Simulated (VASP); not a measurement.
# CuMoH6 (F-43m) in VASP: notebook, part 2 of 2

VASP 6.6.1. The steps go on from the part before.

## Step 3: Single point, PBE

This run uses another cell than the first one, of 9.25 Å³/atom.

Input file INCAR:

```
SYSTEM = CuMoH6
  ALGO = Normal
  EDIFF = 1E-6
  ENCUT = 520
  GGA = PE
  ISIF = 2
  ISMEAR = 0
  LASPH = .TRUE.
  LCHARG = .FALSE.
  LREAL = .FALSE.
  LWAVE = .FALSE.
  NBANDS = 26
  NELM = 60
  PREC = Accurate
  SIGMA = 0.1
```

Input file KPOINTS:

```
k-points
0
G
  4 4 4
  0 0 0
```

Input file POSCAR:

```
CuMoH6
1.0
    0.0000000000      3.3326373600      3.3326373600
    3.3326373600      0.0000000000      3.3326373600
    3.3326373600      3.3326373600      0.0000000000
Cu H Mo
1 6 1
Direct
    0.2500000000      0.2500000000      0.2500000000
    0.8182656200      0.1817343800      0.1817343800
    0.1817343800      0.8182656200      0.8182656200
    0.1817343800      0.8182656200      0.1817343800
    0.8182656200      0.1817343800      0.8182656200
    0.1817343800      0.1817343800      0.8182656200
    0.8182656200      0.8182656200      0.1817343800
    0.5000000000      0.5000000000      0.5000000000
```

Potentials or basis: VASP PAW PBE potentials, release 64 (Cu, H, Mo_sv).

The run is started by

```
> cat potpaw_PBE.64/Cu/POTCAR potpaw_PBE.64/H/POTCAR potpaw_PBE.64/Mo_sv/POTCAR > POTCAR
> mpirun -np 1 vasp_std > vasp.out
```

OUTCAR:

```text
SYSTEM = CuMoH6
   EDIFF = 1E-6
   ENCUT = 520
   GGA = PE
   ISIF = 2
   ISMEAR = 0
   LASPH = .TRUE.
   LREAL = .FALSE.
   NELM = 60
   PREC = Accurate

 ion  position               nearest neighbor table
   1  0.250  0.250  0.250-   8 2.89   8 2.89   8 2.89   8 2.89
   2  0.818  0.182  0.182-   8 2.12
   3  0.182  0.818  0.818-   8 2.12
   4  0.182  0.818  0.182-   8 2.12
   5  0.818  0.182  0.818-   8 2.12
   6  0.182  0.182  0.818-   8 2.12
   7  0.818  0.818  0.182-   8 2.12
   8  0.500  0.500  0.500-   2 2.12   3 2.12   4 2.12   5 2.12   6 2.12   7 2.12   1 2.89   1 2.89
                             1 2.89   1 2.89

  LATTYP: Found a face centered cubic cell.
 ALAT       =     6.6652747200

  Lattice vectors:

 A1 = (   0.0000000000,   3.3326373600,   3.3326373600)
 A2 = (   3.3326373600,   0.0000000000,   3.3326373600)
 A3 = (   3.3326373600,   3.3326373600,   0.0000000000)

Analysis of symmetry for initial positions (statically):
=====================================================================
 Subroutine PRICEL returns:
 Original cell was already a primitive cell.

 Routine SETGRP: Setting up the symmetry group for a
 face centered cubic supercell.

 Subroutine GETGRP returns: Found 24 space group operations
 (whereof 24 operations were pure point group operations)
 out of a pool of 48 trial point group operations.

The static configuration has the point symmetry T_d .

Analysis of symmetry for dynamics (positions and initial velocities):
=====================================================================
 Subroutine PRICEL returns:
 Original cell was already a primitive cell.

 Routine SETGRP: Setting up the symmetry group for a
 face centered cubic supercell.

 Subroutine GETGRP returns: Found 24 space group operations
 (whereof 24 operations were pure point group operations)
 out of a pool of 48 trial point group operations.

The dynamic configuration has the point symmetry T_d .

 Subroutine INISYM returns: Found 24 space group operations
 (whereof 24 operations are pure point group operations),
 and found     1 'primitive' translations

----------------------------------------------------------------------------------------

                                     Primitive cell

  volume of cell :      74.0277

  direct lattice vectors                    reciprocal lattice vectors
     0.000000000  3.332637360  3.332637360    -0.150031325  0.150031325  0.150031325
     3.332637360  0.000000000  3.332637360     0.150031325 -0.150031325  0.150031325
     3.332637360  3.332637360  0.000000000     0.150031325  0.150031325 -0.150031325

  length of vectors
     4.713060953  4.713060953  4.713060953     0.259861878  0.259861878  0.259861878

  position of ions in fractional coordinates (direct lattice)
     0.250000000  0.250000000  0.250000000
     0.818265620  0.181734380  0.181734380
     0.181734380  0.818265620  0.818265620
     0.181734380  0.818265620  0.181734380
     0.818265620  0.181734380  0.818265620
     0.181734380  0.181734380  0.818265620
     0.818265620  0.818265620  0.181734380
     0.500000000  0.500000000  0.500000000

  ion indices of the primitive-cell ions
   primitive index   ion index
[... 39 lines left out ...]
  0.500000  0.000000  0.000000      4.000000
  0.250000  0.250000  0.000000      6.000000
  0.500000  0.250000  0.000000     24.000000
 -0.250000  0.250000  0.000000     12.000000
  0.500000  0.500000  0.000000      3.000000
 -0.250000  0.500000  0.250000      6.000000
   k-points           NKPTS =      8   k-points in BZ     NKDIM =      8   number of bands    NBANDS=     26
   number of dos      NEDOS =    301   number of ions     NIONS =      8
   total plane-waves  NPLWV =  46656
   dimension x,y,z NGX =    36 NGY =   36 NGZ =   36
   dimension x,y,z NGXF=    72 NGYF=   72 NGZF=   72
   ions per type =               1   6   1
   NGX,Y,Z   is equivalent  to a cutoff of  12.70, 12.70, 12.70 a.u.
   NGXF,Y,Z  is equivalent  to a cutoff of  25.40, 25.40, 25.40 a.u.
 SYSTEM =  CuMoH6
   PREC   = accura    normal or accurate (medium, high low for compatibility)
   ISTART =      0    job   : 0-new  1-cont  2-samecut
   ICHARG =      2    charge: 1-file 2-atom 10-const
   ISPIN  =      1    spin polarized calculation?
   LNONCOLLINEAR =      F non collinear calculations
   LSORBIT =      F    spin-orbit coupling
   LASPH  =      T    aspherical Exc in radial PAW
   ENCUT  =  520.0 eV  38.22 Ry    6.18 a.u.   8.76  8.76  8.76*2*pi/ulx,y,z
   NELM   =     60;   NELMIN=  2; NELMDL= -5     # of ELM steps
   EDIFF  = 0.1E-05   stopping-criterion for ELM
   LREAL  =      F    real-space projection
   EDIFFG = 0.1E-04   stopping-criterion for IOM
   NSW    =      0    number of steps for IOM
   IBRION =     -1    ionic relax: 0-MD 1-quasi-New 2-CG
   NFREE  =      0    steps in history (QN), initial steepest desc. (CG)
   ISIF   =      2    stress and relaxation
   ISYM   =      2    0-nonsym 1-usesym 2-fastsym
   POTIM  = 0.5000    time-step for ionic-motion
   TEBEG  =    0.0;   TEEND  =   0.0 temperature during run
   PSTRESS=    0.0 pullay stress
   NELECT =      31.0000    total number of electrons
   NUPDOWN=      -1.0000    fix difference up-down
   EMIN   =  10.00;   EMAX   =-10.00  energy-range for DOS
   EFERMI =   0.00;   METHOD = LEGACY
   ISMEAR =     0;   SIGMA  =   0.10  broadening in eV -4-tet -1-fermi 0-gaus
   EFERMI_NEDOS =   21; number of points for ismear=-14 and -15
   IALGO  =     38    algorithm
   IMIX   =      4    mixing-type and parameters
     AMIX     =   0.40;   BMIX     =  1.00
     AMIX_MAG =   1.60;   BMIX_MAG =  1.00
  volume/ion in A,a.u.               =       9.25        62.45
  Fermi-wavevector in a.u.,A,eV,Ry     =   1.224797  2.314530 20.410466  1.500127
  Thomas-Fermi vector in A             =   2.359858
   LORBIT       =      0    0 simple, 1 ext, 2 COOP (PROOUT), +10 PAW based schemes
   GGA     = PE    functional components
   LHFCALC =     F    Hartree Fock is set to
   AEXX    =    0.0000 exact exchange contribution
   IVDW    =     0    specifies the selected vdW correction
   LEPSILON=     F    determine dielectric tensor
   LRPA    =     F    only Hartree local field effects (RPA)
 non-spin polarized calculation
 Gauss-broadening in eV      SIGMA  =   0.10
  energy-cutoff  :      520.00
  volume of cell :       74.03
 maximum number of plane-waves:      2012
   NGX = 17   NGY = 17   NGZ = 17

 number of electron      30.9999992 magnetization

 Free energy of the ion-electron system (eV)
  ---------------------------------------------------
  ext. energy  EPLUGINS =         0.00000000
  ---------------------------------------------------
  free energy    TOTEN  =       -26.38784944 eV

  energy without entropy =      -26.33147094  energy(sigma->0) =      -26.35966019

 E-fermi :   2.4759     XC(G=0):  -9.7150

 val. band max:        2.4665943015   @ k =  -0.2500   0.5000   0.2500
 cond. band min:       2.4789609954   @ k =   0.2500   0.2500   0.0000
 fundamental gap:      0.0123666939
 Fermi energy:         2.4758812950

 k-point     1 :       0.0000    0.0000    0.0000
  band No.  band energies     occupation
      1     -58.5635      2.00000
      2     -32.5918      2.00000
      3     -32.5918      2.00000
      4     -32.5918      2.00000
      5      -6.4966      2.00000
      6      -0.8171      2.00000
[... 221 lines left out ...]
     25      12.5872      0.00000
     26      13.1595      0.00000

------------------------ aborting loop because EDIFF is reached ----------------------------------------

  FORCE on cell =-STRESS in cart. coord.  units (eV):
  Direction    XX          YY          ZZ          XY          YZ          ZX
  --------------------------------------------------------------------------------------
  -------------------------------------------------------------------------------------
  Total       -8.9255696     -8.9255696     -8.9255696     -0.0000000      0.0000000      0.0000000
  in kB     -193.1756354   -193.1756354   -193.1756354     -0.0000000      0.0000000      0.0000000
  external PRESSURE =    -193.1756354 kB  Pullay stress =       0.0000000 kB

 VOLUME and BASIS-vectors are now :
 -----------------------------------------------------------------------------
  energy-cutoff  :      520.00
  volume of cell :       74.03
      direct lattice vectors                 reciprocal lattice vectors
     0.000000000  3.332637360  3.332637360    -0.150031325  0.150031325  0.150031325
     3.332637360  0.000000000  3.332637360     0.150031325 -0.150031325  0.150031325
     3.332637360  3.332637360  0.000000000     0.150031325  0.150031325 -0.150031325

 POSITION                                       TOTAL-FORCE (eV/Angst)
 -----------------------------------------------------------------------------------
      1.66632      1.66632      1.66632        -0.000000     -0.000000     -0.000000
      1.21131      3.33264      3.33264         1.392995     -0.000000     -0.000000
      5.45397      3.33264      3.33264        -1.392995     -0.000000     -0.000000
      3.33264      1.21131      3.33264        -0.000000      1.392995     -0.000000
      3.33264      5.45397      3.33264        -0.000000     -1.392995     -0.000000
      3.33264      3.33264      1.21131        -0.000000     -0.000000      1.392995
      3.33264      3.33264      5.45397        -0.000000     -0.000000     -1.392995
      3.33264      3.33264      3.33264        -0.000000     -0.000000     -0.000000
 -----------------------------------------------------------------------------------
    total drift:                               -0.000000     -0.000000     -0.000000

  FREE ENERGIE OF THE ION-ELECTRON SYSTEM (eV)
  ---------------------------------------------------
  free  energy   TOTEN  =       -26.3878494401 eV

  energy  without entropy=      -26.3314709396  energy(sigma->0) =      -26.35966019
```

It took 23 s on 1 thread of Intel Xeon Platinum 8259CL at 2.50GHz (Skylake/Cascade Lake), shared host; peak memory 0.21 GiB.

What came out:

```
Free energy            : -26.3878 eV
Pressure               : -19.3 GPa
Largest force          : 1.393 eV/Å
Band gap on the k mesh : zero (an odd number of electrons rules out a gap without spin polarisation)
```

Forces in eV/Å, atoms in the order of the input:
```
Cu   0.000  0.000  0.000
H    1.393  0.000  0.000
H   -1.393  0.000  0.000
H    0.000  1.393  0.000
H    0.000 -1.393  0.000
H    0.000  0.000  1.393
H    0.000  0.000 -1.393
Mo   0.000  0.000  0.000
```

Levels at points of the mesh, in eV from the Fermi level:
```csv
k point,band 13,band 14,band 15,band 16,band 17,band 18
"(0.00, 0.00, 0.00)",-0.93,-0.93,-0.93,-0.33,-0.33,-0.33
"(0.50, 0.00, 0.00)",-2.24,-0.04,0.04,0.04,1.26,1.26
"(0.50, 0.50, 0.00)",-2.49,-1.63,-0.93,-0.75,0.38,0.38
```

Caveat: the k points lie up to 0.41 Å⁻¹ apart, too coarse for converged energies and pressures of a metal; forces of over 1 eV/Å act on the atoms, so gaps and moduli don't describe the material at rest.

## Step 4: Single point, PBE

Input file INCAR:

```
PREC = Accurate ; ENCUT = 520
EDIFF = 1E-6 ; ISMEAR = 0
SIGMA = 0.1 ; LREAL = F
LASPH = T ; NELM = 60
ALGO = Normal ; ISIF = 2
LWAVE = F ; LCHARG = F
GGA = PE ; NBANDS = 26
```

Input file KPOINTS:

```
regular mesh
0
Gamma
  6 6 6
```

Input file POSCAR:

```
CuMoH6
1.0
    0.0000000000      3.0975530676      3.0975530676
    3.0975530676      0.0000000000      3.0975530676
    3.0975530676      3.0975530676      0.0000000000
Cu H Mo
1 6 1
Direct
    0.7500000000      0.7500000000      0.7500000000
    0.7889729691      0.2110270309      0.2110270309
    0.2110270309      0.7889729691      0.7889729691
    0.2110270309      0.2110270309      0.7889729691
    0.7889729691      0.7889729691      0.2110270309
    0.7889729691      0.2110270309      0.7889729691
    0.2110270309      0.7889729691      0.2110270309
    0.5000000000      0.5000000000      0.5000000000
```

The run is started by

```
> cat potpaw_PBE.64/Cu/POTCAR potpaw_PBE.64/H/POTCAR potpaw_PBE.64/Mo_sv/POTCAR > POTCAR
> mpirun -np 1 vasp_std > vasp.out
```

It took 43 s on 1 thread of Intel Xeon Platinum 8259CL at 2.50GHz (Skylake/Cascade Lake), shared host; peak memory 0.21 GiB.

The run converged. Its results:

```
Free energy            : -28.6642 eV
Pressure               : -0.1 GPa
Band gap on the k mesh : zero (an odd number of electrons rules out a gap without spin polarisation)
```

Forces on the atoms (eV/Å):
```
Cu   0.000  0.000  0.000
H   -0.002  0.000  0.000
H    0.002  0.000  0.000
H    0.000  0.000 -0.002
H    0.000  0.000  0.002
H    0.000  0.002  0.000
H    0.000 -0.002  0.000
Mo   0.000  0.000  0.000
```

Levels at points of the mesh, in eV from the Fermi level:
```tsv
k point	band 13	band 14	band 15	band 16	band 17	band 18	band 19	band 20
(0.00, 0.00, 0.00)	-1.24	-1.24	-1.24	-0.08	-0.08	-0.08	4.50	7.57
(0.50, 0.00, 0.00)	-2.88	-0.05	-0.05	-0.01	0.89	0.89	3.35	5.55
(0.50, 0.50, 0.00)	-2.81	-2.81	-1.47	-0.97	0.51	0.51	2.96	6.30
```

## Step 5: Relaxation of cell and atoms, PBE

This run uses another cell than the first one, of 9.25 Å³/atom.

Input file INCAR:

```
PREC = Accurate
ENCUT = 600
EDIFF = 1E-6
ISMEAR = 0
SIGMA = 0.1
LREAL = False
LASPH = True
NELM = 100
ALGO = Normal
ISIF = 3
LWAVE = False
LCHARG = False
GGA = PE
IBRION = 2
NSW = 90
EDIFFG = -0.04
```

Input file KPOINTS:

```
regular mesh
0
Gamma
  4 4 4
```

Input file POSCAR:

```
CuMoH6
1.0
    0.0000000000      3.3326373600      3.3326373600
    3.3326373600      0.0000000000      3.3326373600
    3.3326373600      3.3326373600      0.0000000000
Cu H Mo
1 6 1
Direct
    0.2500000000      0.2500000000      0.2500000000
    0.8182656200      0.1817343800      0.1817343800
    0.1817343800      0.8182656200      0.8182656200
    0.1817343800      0.8182656200      0.1817343800
    0.8182656200      0.1817343800      0.8182656200
    0.1817343800      0.1817343800      0.8182656200
    0.8182656200      0.8182656200      0.1817343800
    0.5000000000      0.5000000000      0.5000000000
```

The run is started by

```
> cat potpaw_PBE.64/Cu/POTCAR potpaw_PBE.64/H/POTCAR potpaw_PBE.64/Mo_sv/POTCAR > POTCAR
> mpirun -np 1 vasp_std > vasp.out
```

It took 3.1 min on 1 thread of Intel Xeon Platinum 8259CL at 2.50GHz (Skylake/Cascade Lake), shared host; peak memory 0.25 GiB.

The run converged. Its results:

```
Free energy                           : -28.6516 eV
Relaxed volume                        : 7.44 Å³/atom
Relaxed cell                          : a = 4.382 Å, b = 4.382 Å, c = 4.382 Å, α = 60.00°, β = 60.00°, γ = 60.00°
Space group after relaxing (to 0.1 Å) : F-43m (No. 216)
Energy gained by relaxing             : 282.9 meV/atom
Ionic steps                           : 10
Pressure after relaxing               : 0.0 GPa
Largest force after relaxing          : 0.018 eV/Å
Band gap on the k mesh                : zero (an odd number of electrons rules out a gap without spin polarisation)
```

Forces on the atoms (eV/Å):
```
Cu   0.000  0.000  0.000
H    0.018  0.000  0.000
H   -0.018  0.000  0.000
H    0.000  0.018  0.000
H    0.000 -0.018  0.000
H    0.000  0.000  0.018
H    0.000  0.000 -0.018
Mo   0.000  0.000  0.000
```

The path:
| step | energy change (eV) | largest force (eV/Å) | pressure (GPa) | volume (Å³) |
| --- | --- | --- | --- | --- |
| 1 | 0.0000 | 1.3953 | -19.64 | 74.03 |
| 2 | -1.6669 | 1.1469 | -10.49 | 62.53 |
| 3 | -2.1052 | 0.5145 | 3.29 | 55.35 |
| 4 | -2.1039 | 0.4700 | 4.26 | 55.01 |
| 5 | -2.1921 | 0.1943 | 4.41 | 55.91 |
| 6 | -2.2262 | 0.1306 | 4.85 | 56.86 |
| 7 | -2.2620 | 0.0644 | -0.46 | 59.69 |
| 8 | -2.2624 | 0.0470 | -0.09 | 59.43 |
| 9 | -2.2624 | 0.0438 | 0.02 | 59.38 |
| 10 | -2.2629 | 0.0178 | 0.02 | 59.49 |

Final structure:
```
Cu H Mo
1.0
     0.00000    3.09832    3.09832
     3.09832    0.00000    3.09832
     3.09832    3.09832    0.00000
Cu H Mo
1 6 1
Direct
  0.25000 0.25000 0.25000
  0.78886 0.21114 0.21114
  0.21114 0.78886 0.78886
  0.21114 0.78886 0.21114
  0.78886 0.21114 0.78886
  0.21114 0.21114 0.78886
  0.78886 0.78886 0.21114
  0.50000 0.50000 0.50000
```

Levels at points of the mesh, in eV from the Fermi level:
| k point | band 11 | band 12 | band 13 | band 14 | band 15 | band 16 | band 17 | band 18 | band 19 | band 20 |
| --- | --- | --- | --- | --- | --- | --- | --- | --- | --- | --- |
| (0.00, 0.00, 0.00) | -1.90 | -1.90 | -1.17 | -1.17 | -1.17 | -0.01 | -0.01 | -0.01 | 4.59 | 7.66 |
| (0.50, 0.00, 0.00) | -3.31 | -2.82 | -2.82 | 0.01 | 0.01 | 0.05 | 0.97 | 0.97 | 3.43 | 5.63 |
| (0.50, 0.50, 0.00) | -3.07 | -3.05 | -2.72 | -2.72 | -1.41 | -0.91 | 0.57 | 0.57 | 3.03 | 6.36 |

Caveat: the k points lie up to 0.44 Å⁻¹ apart in the final cell, too coarse for converged energies and pressures of a metal; the volume moved by over 15 % at a fixed basis, so the end points are rough.

## Step 6: Relaxation of cell and atoms, PBE

Input file INCAR:

```
SYSTEM = CuMoH6
  PREC = Accurate
  ENCUT = 600
  EDIFF = 1E-7
  ISMEAR = 0
  SIGMA = 0.1
  LREAL = .FALSE.
  LASPH = .TRUE.
  NELM = 100
  ALGO = Normal
  ISIF = 3
  LWAVE = .FALSE.
  LCHARG = .FALSE.
  GGA = PE
  IBRION = 2
  NSW = 90
  EDIFFG = -0.04
```

Input file KPOINTS:

```
Automatic mesh
0
G
  6 6 6
  0 0 0
```

Input file POSCAR:

```
CuMoH6
1.0
    0.0000000000      3.0975530676      3.0975530676
    3.0975530676      0.0000000000      3.0975530676
    3.0975530676      3.0975530676      0.0000000000
Cu H Mo
1 6 1
Direct
    0.7500000000      0.7500000000      0.7500000000
    0.7889729691      0.2110270309      0.2110270309
    0.2110270309      0.7889729691      0.7889729691
    0.2110270309      0.2110270309      0.7889729691
    0.7889729691      0.7889729691      0.2110270309
    0.7889729691      0.2110270309      0.7889729691
    0.2110270309      0.7889729691      0.2110270309
    0.5000000000      0.5000000000      0.5000000000
```

Potentials or basis: VASP PAW PBE potentials, release 64 (Cu, H, Mo_sv).

The run is started by

```
> cat potpaw_PBE.64/Cu/POTCAR potpaw_PBE.64/H/POTCAR potpaw_PBE.64/Mo_sv/POTCAR > POTCAR
> mpirun -np 1 vasp_std > vasp.out
```

It took 38 s on 1 thread of Intel Xeon Platinum 8259CL at 2.50GHz (Skylake/Cascade Lake), shared host; peak memory 0.21 GiB.

The run converged. Its results:

| Item | Value |
| --- | --- |
| Free energy | -28.6659 eV |
| Pressure after relaxing | 0.0 GPa |
| Band gap on the k mesh | zero (an odd number of electrons rules out a gap without spin polarisation) |

Forces on the atoms (eV/Å):
```
Cu   0.000  0.000  0.000
H   -0.002  0.000  0.000
H    0.002  0.000  0.000
H    0.000  0.000 -0.002
H    0.000  0.000  0.002
H    0.000  0.002  0.000
H    0.000 -0.002  0.000
Mo   0.000  0.000  0.000
```

Final structure:
```xyz
8
Lattice="0.0000 3.0976 3.0976 3.0976 0.0000 3.0976 3.0976 3.0976 0.0000" Properties=species:S:1:pos:R:3 pbc="T T T"
Cu    4.6463    4.6463    4.6463
H     1.3073    3.0976    3.0976
H     4.8878    3.0976    3.0976
H     3.0976    3.0976    1.3073
H     3.0976    3.0976    4.8878
H     3.0976    4.8878    3.0976
H     3.0976    1.3073    3.0976
Mo    3.0976    3.0976    3.0976
```

Levels at points of the mesh, in eV from the Fermi level:
```tsv
k point	band 13	band 14	band 15	band 16	band 17	band 18	band 19	band 20
(0.00, 0.00, 0.00)	-1.24	-1.24	-1.24	-0.08	-0.08	-0.08	4.50	7.58
(0.50, 0.00, 0.00)	-2.88	-0.05	-0.05	-0.01	0.89	0.89	3.35	5.55
(0.50, 0.50, 0.00)	-2.81	-2.81	-1.47	-0.97	0.51	0.51	2.96	6.30
```

Caveat: the relaxation stopped at its first step, so nothing moved.

## Step 7: Overview

| task | cell | k mesh | cutoff (eV) | gap on the mesh (eV) | pressure (GPa) | largest force (eV/Å) |
| --- | --- | --- | --- | --- | --- | --- |
| single point | a = 4.381 Å, angles 60.0°, 8 atoms, atomic positions A | 4 × 4 × 4 | 520 | none | -0.1 | 0.02 |
| single point | a = 4.713 Å, angles 60.0°, 8 atoms, atomic positions B | 4 × 4 × 4 | 520 | none | -19.3 | 1.39 |
| single point | a = 4.381 Å, angles 60.0°, 8 atoms, atomic positions A | 6 × 6 × 6 | 520 | none | -0.1 | - |
| relaxation of cell and atoms | relaxed from a = 4.713 Å, angles 60.0°, 8 atoms, atomic positions B | 4 × 4 × 4 | 600 | none | 0.0 | 0.02 |
| relaxation of cell and atoms | relaxed from a = 4.381 Å, angles 60.0°, 8 atoms, atomic positions A | 6 × 6 × 6 | 600 | none | 0.0 | - |

Alike in all rows: level PBE; potentials or basis VASP PAW PBE potentials, release 64 (Cu, H, Mo_sv); no spin polarisation; smearing gaussian 0.1 eV.

Caveats: some runs use coarse meshes; forces of over 1 eV/Å act on the atoms, so gaps and moduli don't describe the material at rest (at least some runs); the volume moved by over 15 % at a fixed basis, so the end points are rough (at least some runs); the relaxation stopped at its first step, so nothing moved (at least some runs).

Absolute energies hang on the potentials; compare differences alone.
